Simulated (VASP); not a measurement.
# WS2 in VASP: a series of runs

WS2 is run at these levels: PBE+D3(BJ), LDA; tasks: single point, relaxation of shape and atoms at fixed volume.

All numbers are computed with VASP 6.6.1; they aren't measurements. Logs are shortened: lines on timing, memory, paths and dates and some standing lists are left out, and cuts for length are marked.

## 1. The cell of the first run

The cell holds a slab with vacuum, 3 atoms: a = 3.161 Å, b = 3.161 Å, c = 17.432 Å, α = 90.00°, β = 90.00°, γ = 120.00°.

## 2. Single point, PBE+D3(BJ) (50.29 Å³/atom)

INCAR reads:

```
  ALGO = Normal
  EDIFF = 1E-6
  ENCUT = 520
  GGA = PE
  ISIF = 2
  ISMEAR = 0
  IVDW = 12
  LASPH = T
  LCHARG = F
  LREAL = F
  LWAVE = F
  NBANDS = 20
  NELM = 80
  PREC = Accurate
  SIGMA = 0.02
```

KPOINTS reads:

```
k-points
0
Gamma
  12 12 2
```

POSCAR reads:

```
WS2
1.0
    3.1611304392      0.0000000000      0.0000000000
   -1.5805652196      2.7376192650      0.0000000000
    0.0000000000      0.0000000000     17.4320485649
W S
1 2
Direct
    0.3333333333      0.6666666667      0.0000000000
    0.6666666667      0.3333333333      0.9096039357
    0.6666666667      0.3333333333      0.0903960643
```

Potentials or basis: VASP PAW PBE potentials, release 64 (W_sv, S).

On the command line:

```bash
$ cat potpaw_PBE.64/W_sv/POTCAR potpaw_PBE.64/S/POTCAR > POTCAR
$ mpirun -np 1 vasp_std > vasp.out
```

OUTCAR:

```text
EDIFF = 1E-6
   ENCUT = 520
   GGA = PE
   ISIF = 2
   ISMEAR = 0
   IVDW = 12
   LASPH = T
   LREAL = F
   NELM = 80
   PREC = Accurate
 IVDW          = 12

 ion  position               nearest neighbor table
   1  0.333  0.667  0.000-   2 2.41   3 2.41   2 2.41   3 2.41   2 2.41   3 2.41
   2  0.667  0.333  0.910-   1 2.41   1 2.41   1 2.41
   3  0.667  0.333  0.090-   1 2.41   1 2.41   1 2.41

  LATTYP: Found a hexagonal cell.
 ALAT       =     3.1611304392
 C/A-ratio  =     5.5144983417

  Lattice vectors:

 A1 = (   3.1611304392,   0.0000000000,   0.0000000000)
 A2 = (  -1.5805652196,   2.7376192650,   0.0000000000)
 A3 = (   0.0000000000,   0.0000000000,  17.4320485649)

Analysis of symmetry for initial positions (statically):
=====================================================================
 Subroutine PRICEL returns:
 Original cell was already a primitive cell.

 Routine SETGRP: Setting up the symmetry group for a
 hexagonal supercell.

 Subroutine GETGRP returns: Found 12 space group operations
 (whereof 12 operations were pure point group operations)
 out of a pool of 24 trial point group operations.

The static configuration has the point symmetry D_3h.

Analysis of symmetry for dynamics (positions and initial velocities):
=====================================================================
 Subroutine PRICEL returns:
 Original cell was already a primitive cell.

 Routine SETGRP: Setting up the symmetry group for a
 hexagonal supercell.

 Subroutine GETGRP returns: Found 12 space group operations
 (whereof 12 operations were pure point group operations)
 out of a pool of 24 trial point group operations.

The dynamic configuration has the point symmetry D_3h.

 Subroutine INISYM returns: Found 12 space group operations
 (whereof 12 operations are pure point group operations),
 and found     1 'primitive' translations

----------------------------------------------------------------------------------------

                                     Primitive cell

  volume of cell :     150.8565

  direct lattice vectors                    reciprocal lattice vectors
     3.161130439  0.000000000  0.000000000     0.316342530  0.182640445  0.000000000
    -1.580565220  2.737619265  0.000000000     0.000000000  0.365280889  0.000000000
     0.000000000  0.000000000 17.432048565     0.000000000  0.000000000  0.057365604

  length of vectors
     3.161130439  3.161130439 17.432048565     0.365280889  0.365280889  0.057365604

  position of ions in fractional coordinates (direct lattice)
     0.333333333  0.666666667  0.000000000
     0.666666667  0.333333333  0.909603936
     0.666666667  0.333333333  0.090396064

  ion indices of the primitive-cell ions
   primitive index   ion index
                 1           1
                 2           2
                 3           3

----------------------------------------------------------------------------------------

 KPOINTS: k-points

Automatic generation of k-mesh.
 Grid dimensions read from file:
 generate k-points for:   12   12    2

 Generating k-lattice:

  Cartesian coordinates                     Fractional coordinates (reciprocal lattice)
     0.026361877  0.015220037  0.000000000     0.083333333 -0.000000000  0.000000000
     0.000000000  0.030440074  0.000000000     0.000000000  0.083333333  0.000000000
     0.000000000  0.000000000  0.028682802     0.000000000  0.000000000  0.500000000

  Length of vectors
     0.030440074  0.030440074  0.028682802

  Shift w.r.t. Gamma in fractional coordinates (k-lattice)
     0.000000000  0.000000000  0.000000000

 Subroutine IBZKPT returns following result:
 ===========================================

 Found     38 irreducible k-points:

 Following reciprocal coordinates:
            Coordinates               Weight
  0.000000  0.000000  0.000000      1.000000
  0.083333 -0.000000  0.000000      6.000000
  0.166667  0.000000  0.000000      6.000000
  0.250000  0.000000  0.000000      6.000000
  0.333333 -0.000000  0.000000      6.000000
  0.416667  0.000000  0.000000      6.000000
[... 16 lines left out ...]
  0.250000  0.000000  0.500000      6.000000
  0.333333 -0.000000  0.500000      6.000000
 [... further k-points ...]
   k-points           NKPTS =     38   k-points in BZ     NKDIM =     38   number of bands    NBANDS=     20
   number of dos      NEDOS =    301   number of ions     NIONS =      3
   total plane-waves  NPLWV =  80640
   dimension x,y,z NGX =    24 NGY =   24 NGZ =  140
   dimension x,y,z NGXF=    48 NGYF=   48 NGZF=  280
   ions per type =               1   2
   NGX,Y,Z   is equivalent  to a cutoff of  12.62, 12.62, 13.35 a.u.
   NGXF,Y,Z  is equivalent  to a cutoff of  25.24, 25.24, 26.70 a.u.
 SYSTEM =  unknown system
   PREC   = accura    normal or accurate (medium, high low for compatibility)
   ISTART =      0    job   : 0-new  1-cont  2-samecut
   ICHARG =      2    charge: 1-file 2-atom 10-const
[... 43 lines left out ...]
   NGX = 11   NGY = 11   NGZ = 65

 number of electron      25.9999998 magnetization

 Free energy of the ion-electron system (eV)
  ---------------------------------------------------
  ext. energy  EPLUGINS =         0.00000000
  ---------------------------------------------------
  free energy    TOTEN  =       -23.66736547 eV

  energy without entropy =      -23.66736547  energy(sigma->0) =      -23.66736547

 E-fermi :  -1.1114     XC(G=0):  -4.4565

 val. band max:       -1.2441631941   @ k =   0.3333   0.3333   0.0000
 cond. band min:       0.6724715710   @ k =   0.3333   0.3333   0.5000
 fundamental gap:      1.9166347651
 Fermi energy:        -1.1113571357

 k-point     1 :       0.0000    0.0000    0.0000
  band No.  band energies     occupation
      1     -75.2541      2.00000
      2     -39.5040      2.00000
      3     -39.3321      2.00000
      4     -39.3321      2.00000
      5     -16.0606      2.00000
      6     -14.4373      2.00000
[... 12 lines left out ...]
     19       4.1546      0.00000
     20       4.3701      0.00000

 k-point     2 :       0.0833   -0.0000    0.0000
  band No.  band energies     occupation
      1     -75.2529      2.00000
      2     -39.4996      2.00000
      3     -39.3565      2.00000
      4     -39.3377      2.00000
      5     -15.9435      2.00000
      6     -14.3933      2.00000
[... 12 lines left out ...]
     19       4.2949      0.00000
     20       4.7744      0.00000

 k-point     3 :       0.1667    0.0000    0.0000
  band No.  band energies     occupation
      1     -75.2495      2.00000
      2     -39.4876      2.00000
      3     -39.4226      2.00000
      4     -39.3532      2.00000
      5     -15.6096      2.00000
      6     -14.2681      2.00000
[... 12 lines left out ...]
     19       4.6982      0.00000
     20       5.5529      0.00000

 k-point     4 :       0.2500    0.0000    0.0000
  band No.  band energies     occupation
      1     -75.2449      2.00000
      2     -39.5117      2.00000
      3     -39.4712      2.00000
      4     -39.3741      2.00000
      5     -15.1126      2.00000
      6     -14.0837      2.00000
[... 12 lines left out ...]
     19       5.3120      0.00000
     20       6.0752      0.00000

 k-point     5 :       0.3333   -0.0000    0.0000
  band No.  band energies     occupation
      1     -75.2403      2.00000
      2     -39.5995      2.00000
      3     -39.4547      2.00000
      4     -39.3950      2.00000
      5     -14.5484      2.00000
      6     -13.8805      2.00000
[... 12 lines left out ...]
     19       5.9618      0.00000
     20       6.0330      0.00000
[... 353 lines left out ...]
      6     -14.3933      2.00000
[... 12 lines left out ...]
     19       4.1151      0.00000
     20       4.9328      0.00000

 k-point    22 :       0.1667    0.0000    0.5000
  band No.  band energies     occupation
      1     -75.2495      2.00000
      2     -39.4876      2.00000
      3     -39.4226      2.00000
      4     -39.3532      2.00000
      5     -15.6096      2.00000
      6     -14.2681      2.00000
[... 12 lines left out ...]
     19       4.5828      0.00000
     20       5.8212      0.00000

 k-point    23 :       0.2500    0.0000    0.5000
  band No.  band energies     occupation
      1     -75.2449      2.00000
      2     -39.5117      2.00000
      3     -39.4712      2.00000
      4     -39.3742      2.00000
      5     -15.1126      2.00000
      6     -14.0837      2.00000
[... 12 lines left out ...]
     19       5.1673      0.00000
     20       6.4090      0.00000

 k-point    24 :       0.3333   -0.0000    0.5000
  band No.  band energies     occupation
      1     -75.2403      2.00000
      2     -39.5995      2.00000
      3     -39.4547      2.00000
      4     -39.3950      2.00000
      5     -14.5484      2.00000
      6     -13.8805      2.00000
[... 12 lines left out ...]
     19       5.8991      0.00000
     20       6.0955      0.00000

 [... further k-points ...]

------------------------ aborting loop because EDIFF is reached ----------------------------------------

 Edisp (eV)   -0.93109

 E8    (eV) :    -0.4180

  FORCE on cell =-STRESS in cart. coord.  units (eV):
  Direction    XX          YY          ZZ          XY          YZ          ZX
  --------------------------------------------------------------------------------------
  -------------------------------------------------------------------------------------
  Total      -0.07229    -0.07229    -0.04890     0.00000     0.00000    -0.00000
  in kB      -0.76779    -0.76779    -0.51931     0.00000     0.00000    -0.00000
  external pressure =       -0.68 kB  Pullay stress =        0.00 kB

 VOLUME and BASIS-vectors are now :
 -----------------------------------------------------------------------------
  energy-cutoff  :      520.00
  volume of cell :      150.86
      direct lattice vectors                 reciprocal lattice vectors
     3.161130439  0.000000000  0.000000000     0.316342530  0.182640445  0.000000000
    -1.580565220  2.737619265  0.000000000     0.000000000  0.365280889  0.000000000
     0.000000000  0.000000000 17.432048565     0.000000000  0.000000000  0.057365604

 POSITION                                       TOTAL-FORCE (eV/Angst)
 -----------------------------------------------------------------------------------
     -0.00000      1.82508      0.00000         0.000000      0.000000      0.000000
      1.58057      0.91254     15.85626        -0.000000     -0.000000      0.002981
      1.58057      0.91254      1.57579        -0.000000      0.000000     -0.002981
 -----------------------------------------------------------------------------------
    total drift:                               -0.000000      0.000000     -0.000000

  FREE ENERGIE OF THE ION-ELECTRON SYSTEM (eV)
  ---------------------------------------------------
  free  energy   TOTEN  =       -24.5984523911 eV

  energy  without entropy=      -24.5984523911  energy(sigma->0) =      -24.59845239
```

It took 82 s on 1 thread of Intel Xeon 6975P-C (Granite Rapids), shared host; peak memory 0.32 GiB.

What came out:

```
Free energy                : -24.5985 eV
Band gap on the k mesh     : 1.92 eV
Dispersion energy per atom : -0.310 eV
```

Forces on the atoms (eV/Å):
```
W    0.000  0.000  0.000
S    0.000  0.000  0.003
S    0.000  0.000 -0.003
```

Caveat: spin-orbit coupling is left out, which moves the levels of the heavy elements.

## 3. Single point, PBE+D3(BJ) (51.75 Å³/atom)

This run uses another cell than the first one.

INCAR reads:

```
SYSTEM = WS2
PREC     = Accurate       ! precision mode
ENCUT    = 520            ! plane-wave cutoff, eV
EDIFF    = 1E-7           ! SCF threshold, eV
ISMEAR   = 0              ! smearing method
SIGMA    = 0.02           ! smearing width, eV
LREAL    = .FALSE.        ! projectors in reciprocal space
LASPH    = .TRUE.         ! aspherical terms in the spheres
NELM     = 60             ! most SCF steps
ALGO     = Normal         ! electronic algorithm
ISIF     = 2              ! what is computed and relaxed
LWAVE    = .FALSE.        ! write WAVECAR
LCHARG   = .FALSE.        ! write CHGCAR
GGA      = PE             ! functional
IVDW     = 12             ! dispersion correction
NBANDS   = 20             ! bands
```

KPOINTS reads:

```
Automatic mesh
0
G
  12 12 2
  0 0 0
```

POSCAR reads:

```
WS2
1.0
    3.1610702728      0.0000000000      0.0000000000
   -1.5805351364      2.7375671594      0.0000000000
    0.0000000000      0.0000000000     17.9404610565
W S
1 2
Direct
    0.3333333333      0.6666666667      0.0000000000
    0.6666666667      0.3333333333      0.9121665800
    0.6666666667      0.3333333333      0.0878334200
```

Potentials or basis: VASP PAW PBE potentials, release 64 (W_sv, S).

On the command line:

```bash
$ cat potpaw_PBE.64/W_sv/POTCAR potpaw_PBE.64/S/POTCAR > POTCAR
$ mpirun -np 1 vasp_std > vasp.out
```

Run time: 1.9 min. Hardware: 1 thread of Intel Xeon 6975P-C (Granite Rapids), shared host; peak memory 0.33 GiB.

Results (log left out):

```
Free energy                : -24.5981 eV
Band gap on the k mesh     : 1.92 eV
Dispersion energy per atom : -0.310 eV
```

Forces on the atoms (eV/Å):
```
W    0.000  0.000  0.000
S    0.000  0.000  0.002
S    0.000  0.000 -0.002
```

Levels at points of the mesh, in eV from the valence-band top:
```csv
k point,band 10,band 11,band 12,band 13,band 14,band 15,band 16,band 17
"(0.00, 0.00, 0.00)",-2.20,-1.57,-1.57,-0.14,2.93,2.93,3.06,3.06
"(0.50, 0.00, 0.00)",-3.40,-2.21,-1.22,-0.96,2.95,3.36,4.06,4.75
"(0.00, 0.00, 0.50)",-2.20,-1.57,-1.57,-0.14,2.93,2.93,3.06,3.06
"(0.50, 0.00, 0.50)",-3.40,-2.21,-1.22,-0.96,2.95,3.36,4.06,4.75
```

Caveat: spin-orbit coupling is left out, which moves the levels of the heavy elements.

## 4. Relaxation of shape and atoms at fixed volume, PBE+D3(BJ) (50.29 Å³/atom)

INCAR reads:

```
SYSTEM = WS2
PREC = Accurate
ENCUT = 600
EDIFF = 1E-6
ISMEAR = 0
SIGMA = 0.02
LREAL = .False.
LASPH = .True.
NELM = 80
ALGO = Normal
ISIF = 4
LWAVE = .False.
LCHARG = .False.
GGA = PE
IVDW = 12
IBRION = 2
NSW = 50
EDIFFG = -0.01
```

KPOINTS reads:

```
Automatic mesh
0
Gamma
  12 12 2
  0 0 0
```

POSCAR reads:

```
WS2
1.0
    3.1910030484      0.0000000000      0.0000000000
   -1.5955015242      2.7634897034      0.0000000000
    0.0000000000      0.0000000000     17.1071956548
W S
1 2
Direct
    0.3333333333      0.6666666667      0.0000000000
    0.6666666667      0.3333333333      0.9069626209
    0.6666666667      0.3333333333      0.0930373791
```

On the command line:

```bash
$ cat potpaw_PBE.64/W_sv/POTCAR potpaw_PBE.64/S/POTCAR > POTCAR
$ mpirun -np 1 vasp_std > vasp.out
```

Wall time 7.8 min (1 thread of Intel Xeon 6975P-C (Granite Rapids), shared host); peak memory 0.41 GiB.

The run converged. Its results:

| Quantity | Value |
| --- | --- |
| Free energy | -24.5993 eV |
| Energy gained by relaxing | 7.6 meV/atom |
| Ionic steps | 9 |
| Band gap on the k mesh | 1.92 eV |
| Dispersion energy per atom | -0.310 eV |

Step by step:
| step | energy change (eV) | largest force (eV/Å) | pressure (GPa) | volume (Å³) |
| --- | --- | --- | --- | --- |
| 1 | 0.0000 | 0.5067 | -1.66 | 150.86 |
| 2 | -0.0125 | 0.0185 | -0.77 | 150.86 |
| 3 | -0.0125 | 0.0233 | -0.78 | 150.86 |
| 4 | -0.0200 | 0.0036 | -0.41 | 150.86 |
| 5 | -0.0229 | 0.0210 | 0.04 | 150.86 |
| 6 | -0.0229 | 0.0192 | 0.01 | 150.86 |
| 7 | -0.0228 | 0.0181 | -0.02 | 150.86 |
| 8 | -0.0228 | 0.0247 | -0.09 | 150.86 |
| 9 | -0.0229 | 0.0019 | -0.06 | 150.86 |

Final structure:
```xyz
3
Lattice="3.1614 0.0000 0.0000 -1.5807 2.7378 0.0000 0.0000 0.0000 17.4294" Properties=species:S:1:pos:R:3 pbc="T T T"
W     0.0000    1.8252    0.0000
S     1.5807    0.9126   15.8538
S     1.5807    0.9126    1.5756
```

Levels at points of the mesh, in eV from the valence-band top:
```
           k point  band 11  band 12  band 13  band 14  band 15  band 16
(0.00, 0.00, 0.00)    -1.57    -1.57    -0.13     2.93     2.93     3.06
(0.50, 0.00, 0.00)    -2.21    -1.23    -0.96     2.94     3.36     4.06
(0.00, 0.00, 0.50)    -1.57    -1.57    -0.13     2.93     2.93     3.06
(0.50, 0.00, 0.50)    -2.21    -1.23    -0.96     2.94     3.36     4.06
```

Caveat: spin-orbit coupling is left out, which moves the levels of the heavy elements.

## 5. Single point, LDA

This run uses another cell than the first one.

INCAR reads:

```
SYSTEM = WS2
PREC     = Accurate       ! precision mode
ENCUT    = 520            ! plane-wave cutoff, eV
EDIFF    = 1E-7           ! SCF threshold, eV
ISMEAR   = 0              ! smearing method
SIGMA    = 0.02           ! smearing width, eV
LREAL    = .FALSE.        ! projectors in reciprocal space
LASPH    = .TRUE.         ! aspherical terms in the spheres
NELM     = 100            ! most SCF steps
ALGO     = Normal         ! electronic algorithm
ISIF     = 2              ! what is computed and relaxed
LWAVE    = .FALSE.        ! write WAVECAR
LCHARG   = .FALSE.        ! write CHGCAR
NBANDS   = 20             ! bands
```

KPOINTS reads:

```
Automatic mesh
0
G
  12 12 2
  0 0 0
```

POSCAR reads:

```
WS2
1.0
    3.1597166908      0.0000000000      0.0000000000
   -1.5798583454      2.7363949230      0.0000000000
    0.0000000000      0.0000000000     16.9394672486
W S
1 2
Direct
    0.3333333333      0.6666666667      0.0000000000
    0.6666666667      0.3333333333      0.9069626209
    0.6666666667      0.3333333333      0.0930373791
```

Potentials or basis: VASP PAW LDA potentials, release 64 (W_sv, S).

On the command line:

```bash
$ cat potpaw_LDA.64/W_sv/POTCAR potpaw_LDA.64/S/POTCAR > POTCAR
$ mpirun -np 1 vasp_std > vasp.out
```

Run time: 3.4 min. Hardware: 1 thread of Intel Xeon Platinum 8488C (Sapphire Rapids), shared host; peak memory 0.27 GiB.

The run converged. Its results:

```yaml
Free_energy: -26.1297 eV
Largest_force: 0.515 eV/Å
Band_gap_on_the_k_mesh: 1.91 eV
```

Forces on the atoms (eV/Å):
```
W    0.000  0.000  0.000
S    0.000  0.000  0.515
S    0.000  0.000 -0.515
```

Levels at points of the mesh, in eV from the valence-band top:
```
           k point  band 9  band 10  band 11  band 12  band 13  band 14  band 15  band 16  band 17  band 18
(0.00, 0.00, 0.00)   -2.79    -2.16    -1.54    -1.54    -0.14     2.94     2.94     3.10     3.10     5.08
(0.50, 0.00, 0.00)   -4.41    -3.37    -2.14    -1.15    -0.91     2.93     3.34     4.02     4.76     5.12
(0.00, 0.00, 0.50)   -2.79    -2.16    -1.54    -1.54    -0.14     2.94     2.94     3.10     3.10     5.12
(0.50, 0.00, 0.50)   -4.41    -3.37    -2.14    -1.15    -0.91     2.93     3.34     4.02     4.76     5.12
```

Caveat: spin-orbit coupling is left out, which moves the levels of the heavy elements.

## 6. Summary

```csv
task,level,potentials or basis,cell,cutoff (eV),gap on the mesh (eV)
single point,PBE+D3(BJ),"VASP PAW PBE potentials, release 64 (W_sv, S)","a = 3.161, b = 3.161, c = 17.432 Å, angles 90.0, 90.0, 120.0°, 3 atoms, atomic positions A",520,1.92
single point,PBE+D3(BJ),"VASP PAW PBE potentials, release 64 (W_sv, S)","a = 3.161, b = 3.161, c = 17.940 Å, angles 90.0, 90.0, 120.0°, 3 atoms, atomic positions B",520,1.92
relaxation of shape and atoms at fixed volume,PBE+D3(BJ),"VASP PAW PBE potentials, release 64 (W_sv, S)","relaxed from a = 3.191, b = 3.191, c = 17.107 Å, angles 90.0, 90.0, 120.0°, 3 atoms, atomic positions C",600,1.92
single point,LDA,"VASP PAW LDA potentials, release 64 (W_sv, S)","a = 3.160, b = 3.160, c = 16.939 Å, angles 90.0, 90.0, 120.0°, 3 atoms, atomic positions C",520,1.91
```

Alike in all rows: no spin polarisation; k mesh 12 × 12 × 2; smearing gaussian 0.02 eV.

Caveats: spin-orbit coupling is left out, which moves the levels of the heavy elements.

Absolute energies hang on the potentials; compare differences alone.
